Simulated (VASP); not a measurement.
# H5C10Cl in VASP: a series of runs, part 2 of 2

VASP 6.6.1. Earlier steps stand in the parts before.

### Step 4. Single point, LDA

INCAR reads:

```
SYSTEM = H5C10Cl
ALGO     = Normal         ! electronic algorithm
EDIFF    = 1E-6           ! SCF threshold, eV
ENCUT    = 520            ! plane-wave cutoff, eV
ISIF     = 2              ! what is computed and relaxed
ISMEAR   = -1             ! smearing method
LASPH    = .TRUE.         ! aspherical terms in the spheres
LCHARG   = .FALSE.        ! write CHGCAR
LREAL    = Auto         
LWAVE    = .FALSE.        ! write WAVECAR
NBANDS   = 74             ! bands
NELM     = 80             ! most SCF steps
PREC     = Accurate       ! precision mode
SIGMA    = 0.05           ! smearing width, eV
```

KPOINTS reads:

```
k-points
0
G
  2 2 1
  0 0 0
```

POSCAR reads:

```
H5C10Cl
1.0
    5.0487420000      0.0000000000      0.0000000000
    0.0000000000      5.0487420000      0.0000000000
    0.0000000000      0.0000000000     18.8355610000
H C Cl
10 20 2
Direct
    0.4277897346      0.0000000000      0.0530910654
    0.0722160095      0.0000000000      0.0530910654
    0.9277954786      0.0000000000      0.0530910654
    0.5722217535      0.0000000000      0.0530910654
    0.4277897346      0.5000057440      0.0530910654
    0.0722160095      0.5000057440      0.0530910654
    0.9277954786      0.5000057440      0.0530910654
    0.5722217535      0.5000057440      0.0530910654
    0.2484975465      0.4734248650      0.3248164469
    0.7512960654      0.4687306264      0.3252252481
    0.2500028720      0.0000000000      0.0867879645
    0.7500086160      0.0000000000      0.0867879645
    0.2500028720      0.5000057440      0.0867879645
    0.7500086160      0.5000057440      0.0867879645
    0.2500028720      0.2500028720      0.1341717404
    0.7500086160      0.2500028720      0.1341717404
    0.2500028720      0.7500086160      0.1341717404
    0.7500086160      0.7500086160      0.1341717404
   -0.0004357521      0.2374056745      0.1811573332
    0.5001840062      0.2536275373      0.1777966688
   -0.0001386484      0.7372727701      0.1838490502
    0.5001443924      0.7271712438      0.1850754538
   -0.0000396138      0.0128546874      0.2374763353
    0.5000453578      0.0215499227      0.2332290501
   -0.0002376830      0.5034917609      0.2285782728
    0.5000453578      0.5021052769      0.2282491082
    0.2561826293      0.0908543158      0.2757231388
    0.7439477002      0.0901610738      0.2760576125
    0.2488144571      0.4216495911      0.2679452977
    0.7511178032      0.4225805161      0.2679240613
   -0.0307997517      0.3478094147      0.4412876261
   -0.0405645604      0.8344454916      0.4384897270
```

Potentials or basis: VASP PAW LDA potentials, release 64 (H, C, Cl).

The run is started by

```sh
$ cat potpaw_LDA.64/H/POTCAR potpaw_LDA.64/C/POTCAR potpaw_LDA.64/Cl/POTCAR > POTCAR
$ mpirun -np 1 vasp_std > vasp.out
```

OUTCAR:

```text
SYSTEM = H5C10Cl
   EDIFF = 1E-6
   ENCUT = 520
   ISIF = 2
   ISMEAR = -1
   LASPH = .TRUE.
   LREAL = Auto
   NELM = 80
   PREC = Accurate

 ion  position               nearest neighbor table
   1  0.428  0.000  0.053-   4 0.73  11 1.10
   2  0.072  0.000  0.053-   3 0.73  11 1.10
   3  0.928  0.000  0.053-   2 0.73  12 1.10
   4  0.572  0.000  0.053-   1 0.73  12 1.10
   5  0.428  0.500  0.053-   8 0.73  13 1.10
   6  0.072  0.500  0.053-   7 0.73  13 1.10
   7  0.928  0.500  0.053-   6 0.73  14 1.10
   8  0.572  0.500  0.053-   5 0.73  14 1.10
   9  0.248  0.473  0.325-  29 1.10
  10  0.751  0.469  0.325-  30 1.10
  11  0.250  0.000  0.087-   2 1.10   1 1.10  17 1.55  15 1.55
  12  0.750  0.000  0.087-   4 1.10   3 1.10  18 1.55  16 1.55
  13  0.250  0.500  0.087-   6 1.10   5 1.10  15 1.55  17 1.55
  14  0.750  0.500  0.087-   8 1.10   7 1.10  16 1.55  18 1.55
  15  0.250  0.250  0.134-  20 1.51  19 1.54  13 1.55  11 1.55
  16  0.750  0.250  0.134-  20 1.51  19 1.54  14 1.55  12 1.55
[... 8 lines left out ...]
  25  1.000  0.503  0.229-  21 1.45  30 1.51  29 1.52  19 1.61
  26  0.500  0.502  0.228-  22 1.40  30 1.53  29 1.53  20 1.57
  27  0.256  0.091  0.276-  24 1.51  23 1.53  29 1.68
  28  0.744  0.090  0.276-  24 1.51  23 1.53  30 1.69
  29  0.249  0.422  0.268-   9 1.10  25 1.52  26 1.53  27 1.68
  30  0.751  0.423  0.268-  10 1.10  25 1.51  26 1.53  28 1.69
  31  0.969  0.348  0.441-  32 2.46  32 2.59
  32  0.959  0.834  0.438-  31 2.46  31 2.59

  LATTYP: Found a simple tetragonal cell.
 ALAT       =     5.0487420000
 C/A-ratio  =     3.7307434208

  Lattice vectors:

 A1 = (   5.0487420000,   0.0000000000,   0.0000000000)
 A2 = (   0.0000000000,   5.0487420000,   0.0000000000)
 A3 = (   0.0000000000,   0.0000000000,  18.8355610000)

Analysis of symmetry for initial positions (statically):
=====================================================================
 Subroutine PRICEL returns:
 Original cell was already a primitive cell.

 Routine SETGRP: Setting up the symmetry group for a
 simple tetragonal supercell.

 Subroutine GETGRP returns: Found  1 space group operations
 (whereof  1 operations were pure point group operations)
 out of a pool of 16 trial point group operations.

The static configuration has the point symmetry C_1 .

Analysis of symmetry for dynamics (positions and initial velocities):
=====================================================================
 Subroutine PRICEL returns:
 Original cell was already a primitive cell.

 Routine SETGRP: Setting up the symmetry group for a
 simple tetragonal supercell.

 Subroutine GETGRP returns: Found  1 space group operations
 (whereof  1 operations were pure point group operations)
 out of a pool of 16 trial point group operations.

The dynamic configuration has the point symmetry C_1 .

 Subroutine INISYM returns: Found  1 space group operations
 (whereof  1 operations are pure point group operations),
 and found     1 'primitive' translations

----------------------------------------------------------------------------------------

                                     Primitive cell

  volume of cell :     480.1146

  direct lattice vectors                    reciprocal lattice vectors
     5.048742000  0.000000000  0.000000000     0.198069143  0.000000000  0.000000000
[... 104 lines left out ...]
  0.500000  0.000000  0.000000      1.000000
  0.000000  0.500000  0.000000      1.000000
  0.500000  0.500000  0.000000      1.000000
   k-points           NKPTS =      4   k-points in BZ     NKDIM =      4   number of bands    NBANDS=     74
   number of dos      NEDOS =    301   number of ions     NIONS =     32
   total plane-waves  NPLWV = 224000
   dimension x,y,z NGX =    40 NGY =   40 NGZ =  140
   dimension x,y,z NGXF=    80 NGYF=   80 NGZF=  280
   ions per type =              10  20   2
   NGX,Y,Z   is equivalent  to a cutoff of  13.17, 13.17, 12.36 a.u.
   NGXF,Y,Z  is equivalent  to a cutoff of  26.34, 26.34, 24.71 a.u.
 SYSTEM =  H5C10Cl
   PREC   = accura    normal or accurate (medium, high low for compatibility)
   ISTART =      0    job   : 0-new  1-cont  2-samecut
   ICHARG =      2    charge: 1-file 2-atom 10-const
   ISPIN  =      1    spin polarized calculation?
   LNONCOLLINEAR =      F non collinear calculations
   LSORBIT =      F    spin-orbit coupling
   LASPH  =      T    aspherical Exc in radial PAW
   ENCUT  =  520.0 eV  38.22 Ry    6.18 a.u.   9.39  9.39 35.02*2*pi/ulx,y,z
   NELM   =     80;   NELMIN=  2; NELMDL= -5     # of ELM steps
   EDIFF  = 0.1E-05   stopping-criterion for ELM
   LREAL  =      T    real-space projection
   EDIFFG = 0.1E-04   stopping-criterion for IOM
   NSW    =      0    number of steps for IOM
   IBRION =     -1    ionic relax: 0-MD 1-quasi-New 2-CG
   NFREE  =      0    steps in history (QN), initial steepest desc. (CG)
   ISIF   =      2    stress and relaxation
   ISYM   =      2    0-nonsym 1-usesym 2-fastsym
   POTIM  = 0.5000    time-step for ionic-motion
   TEBEG  =    0.0;   TEEND  =   0.0 temperature during run
   PSTRESS=    0.0 pullay stress
   NELECT =     104.0000    total number of electrons
   NUPDOWN=      -1.0000    fix difference up-down
   EMIN   =  10.00;   EMAX   =-10.00  energy-range for DOS
   EFERMI =   0.00;   METHOD = LEGACY
   ISMEAR =    -1;   SIGMA  =   0.05  broadening in eV -4-tet -1-fermi 0-gaus
   EFERMI_NEDOS =   21; number of points for ismear=-14 and -15
   IALGO  =     38    algorithm
   IMIX   =      4    mixing-type and parameters
     AMIX     =   0.40;   BMIX     =  1.00
     AMIX_MAG =   1.60;   BMIX_MAG =  1.00
  volume/ion in A,a.u.               =      15.00       101.25
  Fermi-wavevector in a.u.,A,eV,Ry     =   0.983190  1.857960 13.152254  0.966663
  Thomas-Fermi vector in A             =   2.114330
   LORBIT       =      0    0 simple, 1 ext, 2 COOP (PROOUT), +10 PAW based schemes
   GGA     = CA    functional components
   LHFCALC =     F    Hartree Fock is set to
   AEXX    =    0.0000 exact exchange contribution
   IVDW    =     0    specifies the selected vdW correction
   LEPSILON=     F    determine dielectric tensor
   LRPA    =     F    only Hartree local field effects (RPA)
 non-spin polarized calculation
  energy-cutoff  :      520.00
  volume of cell :      480.11
 maximum number of plane-waves:     12931
 NGX is ok and might be reduce to    40
   NGX = 19   NGY = 19   NGZ = 71

 number of electron     104.0000006 magnetization

 Free energy of the ion-electron system (eV)
  ---------------------------------------------------
  ext. energy  EPLUGINS =         0.00000000
  ---------------------------------------------------
  free energy    TOTEN  =      -221.12145266 eV

  energy without entropy =     -221.02942705  energy(sigma->0) =     -221.07543986

 E-fermi :  -0.6943     XC(G=0):  -5.7198

 val. band max:       -0.6993955395   @ k =   0.0000   0.0000   0.0000
 cond. band min:      -0.6849311111   @ k =   0.5000   0.5000   0.0000
 fundamental gap:      0.0144644284
 Fermi energy:        -0.6942531674

 k-point     1 :       0.0000    0.0000    0.0000
  band No.  band energies     occupation
      1     -21.5839      2.00000
      2     -19.3411      2.00000
      3     -17.4455      2.00000
      4     -17.3202      2.00000
      5     -17.1195      2.00000
      6     -16.9035      2.00000
[... 257 lines left out ...]
     63       5.7665      0.00000
     64       5.8721      0.00000
 [bands above 64 left out]

------------------------ aborting loop because EDIFF is reached ----------------------------------------

  FORCE on cell =-STRESS in cart. coord.  units (eV):
  Direction    XX          YY          ZZ          XY          YZ          ZX
  --------------------------------------------------------------------------------------
  -------------------------------------------------------------------------------------
  Total       60.7508691    -14.7187607    -15.7490245      0.0572876      3.5131287     -0.0167281
  in kB      202.7300660    -49.1175743    -52.5556394      0.1911728     11.7235657     -0.0558229
  external PRESSURE =      33.6856174 kB  Pullay stress =       0.0000000 kB

 VOLUME and BASIS-vectors are now :
 -----------------------------------------------------------------------------
  energy-cutoff  :      520.00
  volume of cell :      480.11
      direct lattice vectors                 reciprocal lattice vectors
     5.048742000  0.000000000  0.000000000     0.198069143  0.000000000  0.000000000
     0.000000000  5.048742000  0.000000000     0.000000000  0.198069143  0.000000000
     0.000000000  0.000000000 18.835561000     0.000000000  0.000000000  0.053091065

 POSITION                                       TOTAL-FORCE (eV/Angst)
 -----------------------------------------------------------------------------------
      2.15980      0.00000      1.00000        -8.891976     -0.066860     -0.082146
      0.36460      0.00000      1.00000         8.908648     -0.070050     -0.025162
      4.68420      0.00000      1.00000        -8.908107     -0.070462     -0.024477
      2.88900      0.00000      1.00000         8.892275     -0.065874     -0.080984
      2.15980      2.52440      1.00000        -8.856987     -0.039133     -0.030272
      0.36460      2.52440      1.00000         8.894479      0.002757     -0.103671
[... 24 lines left out ...]
      4.89324      1.75600      8.31190        -0.142817     -0.188536     -0.196726
      4.84394      4.21290      8.25920         0.139587      0.458591     -0.531351
 -----------------------------------------------------------------------------------
    total drift:                                0.000732     -0.009619      0.003134

  FREE ENERGIE OF THE ION-ELECTRON SYSTEM (eV)
  ---------------------------------------------------
  free  energy   TOTEN  =      -221.1214526626 eV

  energy  without entropy=     -221.0294270486  energy(sigma->0) =     -221.07543986
```

It took 4.1 min on 1 thread of Intel Xeon 6975P-C (Granite Rapids), shared host; peak memory 0.44 GiB.

What came out:

```
Free energy            : -221.1215 eV
Largest force          : 8.909 eV/Å
Band gap on the k mesh : zero (bands 52 and 53 overlap by 0.11 eV)
```

Forces in eV/Å, atoms in the order of the input:
```
H   -8.892 -0.067 -0.082
H    8.909 -0.070 -0.025
H   -8.908 -0.070 -0.024
H    8.892 -0.066 -0.081
H   -8.857 -0.039 -0.030
H    8.894  0.003 -0.104
H   -8.895  0.003 -0.104
H    8.857 -0.038 -0.030
H   -0.014  0.839  0.147
H    0.023  0.941  0.132
C    0.226 -0.193  1.876
C   -0.227 -0.196  1.871
C   -0.420  0.093  1.734
C    0.422  0.095  1.725
C   -0.227 -1.033 -1.928
C    0.202 -1.019 -1.958
C    0.054 -0.654  0.215
C   -0.058 -0.652  0.208
C    0.058  2.716 -1.049
C   -0.026  0.053  0.220
C    0.037  3.345  0.353
C   -0.039  6.660 -1.523
C    0.021 -1.272 -0.075
C   -0.004 -1.874  0.197
C    0.025 -5.226  0.142
C   -0.001 -5.539  1.023
C   -1.037  1.554 -3.957
C    1.019  1.537 -4.013
C    0.452  0.020  2.897
C   -0.483 -0.122  2.973
Cl  -0.143 -0.189 -0.197
Cl   0.140  0.459 -0.531
```

Caveat: the k points lie up to 0.62 Å⁻¹ apart.

### Step 5. Single point, LDA

INCAR reads:

```
PREC = Accurate
ENCUT = 520
EDIFF = 1E-6
ISMEAR = -1
SIGMA = 0.05
LREAL = Auto
LASPH = T
NELM = 100
ALGO = Normal
ISIF = 2
LWAVE = F
LCHARG = T
LELF = T
LVHAR = T
NBANDS = 74
```

KPOINTS reads:

```
Automatic mesh
0
Gamma
  2 2 1
```

POSCAR reads:

```
H5C10Cl
1.0
    5.0487420000      0.0000000000      0.0000000000
    0.0000000000      5.0487420000      0.0000000000
    0.0000000000      0.0000000000     18.8355610000
H C Cl
10 20 2
Direct
    0.4277897346      0.0000000000      0.0530910654
    0.0722160095      0.0000000000      0.0530910654
    0.9277954786      0.0000000000      0.0530910654
    0.5722217535      0.0000000000      0.0530910654
    0.4277897346      0.5000057440      0.0530910654
    0.0722160095      0.5000057440      0.0530910654
    0.9277954786      0.5000057440      0.0530910654
    0.5722217535      0.5000057440      0.0530910654
    0.2459622615      0.5269035336      0.3326314518
    0.7539105781      0.5276760032      0.3326420700
    0.2500028720      0.0000000000      0.0867879645
    0.7500086160      0.0000000000      0.0867879645
    0.2500028720      0.5000057440      0.0867879645
    0.7500086160      0.5000057440      0.0867879645
    0.2500028720      0.2500028720      0.1341717404
    0.7500086160      0.2500028720      0.1341717404
    0.2500028720      0.7500086160      0.1341717404
    0.7500086160      0.7500086160      0.1341717404
   -0.0000396138      0.2645015333      0.1717442873
    0.5000453578      0.2639469397      0.1726786901
   -0.0000396138      0.7693995851      0.1846878890
    0.5000453578      0.7686469223      0.1852187997
   -0.0000990346      0.0092894428      0.2324114477
    0.5001047786      0.0052884461      0.2345350903
    0.0000000000      0.4734446720      0.2249627712
    0.4999661302      0.4731277613      0.2255467729
    0.2484381258      0.0705126148      0.2686885726
    0.7515733622      0.0705324217      0.2688159912
    0.2493492438      0.4085770277      0.2818817024
    0.7507018580      0.4084185724      0.2818923206
    0.0387027105      0.3905329288      0.4760038737
   -0.1096708844      0.7965548646      0.4787911547
```

The run is started by

```sh
$ cat potpaw_LDA.64/H/POTCAR potpaw_LDA.64/C/POTCAR potpaw_LDA.64/Cl/POTCAR > POTCAR
$ mpirun -np 1 vasp_std > vasp.out
```

Run time: 7.9 min. Hardware: 1 thread of AMD EPYC 7R43 (Zen 3), shared host; peak memory 0.39 GiB.

Results (log left out):

```yaml
Free_energy: -219.6814 eV
Largest_force: 9.064 eV/Å
Band_gap_on_the_k_mesh: zero (bands 52 and 53 overlap by 0.02 eV)
```

Forces on the atoms (eV/Å):
```
H   -9.064  0.009  0.031
H    9.063  0.014  0.043
H   -9.063  0.014  0.044
H    9.064  0.009  0.031
H   -9.029  0.055  0.027
H    8.975  0.022  0.046
H   -8.975  0.021  0.046
H    9.030  0.055  0.027
H    0.016 -0.819 -0.608
H   -0.015 -0.825 -0.645
C    0.057 -0.287  0.807
C   -0.058 -0.287  0.806
C    0.156  0.660  1.241
C   -0.156  0.661  1.237
C    0.114 -0.519 -4.782
C   -0.115 -0.516 -4.787
C    0.005  1.640  0.605
C   -0.006  1.635  0.601
C    0.010 -0.991  4.223
C   -0.008 -0.805  3.797
C    0.001 -4.320 -0.430
C   -0.003 -4.311 -0.464
C    0.018 -0.622 -0.762
C   -0.018 -0.758 -0.629
C   -0.001  2.701  5.343
C    0.007  2.715  5.423
C    0.190  3.191  0.243
C   -0.189  3.190  0.210
C   -0.016 -0.776 -5.773
C    0.014 -0.741 -5.700
Cl  -0.535  0.807 -0.061
Cl   0.532 -0.820 -0.190
```

Levels at points of the mesh, in eV from the Fermi level:
| k point | band 48 | band 49 | band 50 | band 51 | band 52 | band 53 | band 54 | band 55 | band 56 | band 57 |
| --- | --- | --- | --- | --- | --- | --- | --- | --- | --- | --- |
| (0.00, 0.00, 0.00) | -1.39 | -1.36 | -1.10 | -0.69 | -0.21 | 0.28 | 1.26 | 2.19 | 2.95 | 3.18 |
| (0.50, 0.00, 0.00) | -2.16 | -2.12 | -1.64 | -1.37 | -0.02 | 0.06 | 1.18 | 3.29 | 3.30 | 4.11 |
| (0.00, 0.50, 0.00) | -1.55 | -1.29 | -0.71 | -0.51 | -0.18 | 0.00 | 0.14 | 2.66 | 2.88 | 2.94 |
| (0.50, 0.50, 0.00) | -3.06 | -3.03 | -1.78 | -1.32 | 0.01 | 0.10 | 0.13 | 3.70 | 3.70 | 3.84 |

Caveat: the k points lie up to 0.62 Å⁻¹ apart.

### Step 6. Overview

| cell | gap on the mesh (eV) | largest force (eV/Å) |
| --- | --- | --- |
| as given, atomic positions A | none | 9.00 |
| as given, atomic positions B | 0.06 | 9.11 |
| as given, atomic positions C | none | 8.91 |
| as given, atomic positions D | none | 9.06 |

Alike in all rows: task single point; level LDA; potentials or basis VASP PAW LDA potentials, release 64 (H, C, Cl); no spin polarisation; k mesh 2 × 2 × 1; cutoff (eV) 520; smearing fermi-dirac 0.05 eV.

Caveats: all runs use coarse meshes.

Absolute energies hang on the potentials; compare differences alone.
